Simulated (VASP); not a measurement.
# MnAs: single point with PBE

MnAs:

```
CELL_PARAMETERS angstrom
3.71000 0.00000 0.00000
-1.85500 3.21295 0.00000
0.00000 0.00000 5.74791
ATOMIC_POSITIONS crystal
As 0.66667 0.33333 0.75000
As 0.33333 0.66667 0.25000
Mn 0.00000 0.00000 0.50000
Mn 0.00000 0.00000 0.00000
```

```json
{
 "Program": "VASP 6.6.1",
 "Task": "single point",
 "Functional": "PBE",
 "Potentials or basis": "VASP PAW PBE potentials, release 64 (As, Mn_pv)",
 "Cutoff": "520 eV",
 "k mesh": "7 × 7 × 4",
 "Occupations": "fermi-dirac, width 0.05 eV",
 "Spin": "collinear spin, ferromagnetic start",
 "Starting moments": "[0.0, 0.0, 4.0, 4.0] μB"
}
```

The pressure is -3.8 GPa and the net moment is 6.36 μB per cell. The site moments are As -0.13; Mn +3.24 μB. The valence electrons inside the program's atomic spheres are As 2.78; Mn 11.56.

Stress tensor (GPa, compression positive):
```
-2.77  0.00  0.00
 0.00 -2.77  0.00
 0.00  0.00 -5.99
```

Levels at points of the mesh, in eV from the Fermi level:
Spin up:
| k point | band 18 | band 19 | band 20 | band 21 | band 22 | band 23 | band 24 | band 25 |
| --- | --- | --- | --- | --- | --- | --- | --- | --- |
| (0.00, 0.00, 0.00) | -1.90 | -0.61 | 0.59 | 0.59 | 1.40 | 2.82 | 2.82 | 3.86 |
| (0.00, 0.00, 0.50) | -2.57 | -1.11 | -1.11 | 2.00 | 2.00 | 2.00 | 2.00 | 5.46 |
Spin down:
| k point | band 13 | band 14 | band 15 | band 16 | band 17 | band 18 |
| --- | --- | --- | --- | --- | --- | --- |
| (0.00, 0.00, 0.00) | -0.08 | -0.08 | 0.02 | 0.02 | 0.53 | 0.53 |
| (0.00, 0.00, 0.50) | -1.93 | -1.93 | 0.44 | 0.44 | 0.44 | 0.44 |

It took 2.4 min on 1 thread of Oxide Virtual Turin-like Processor, on a shared host, peak memory 0.22 GiB.

Caveat: only a ferromagnetic start was run, and an antiferromagnetic order may lie lower in energy.
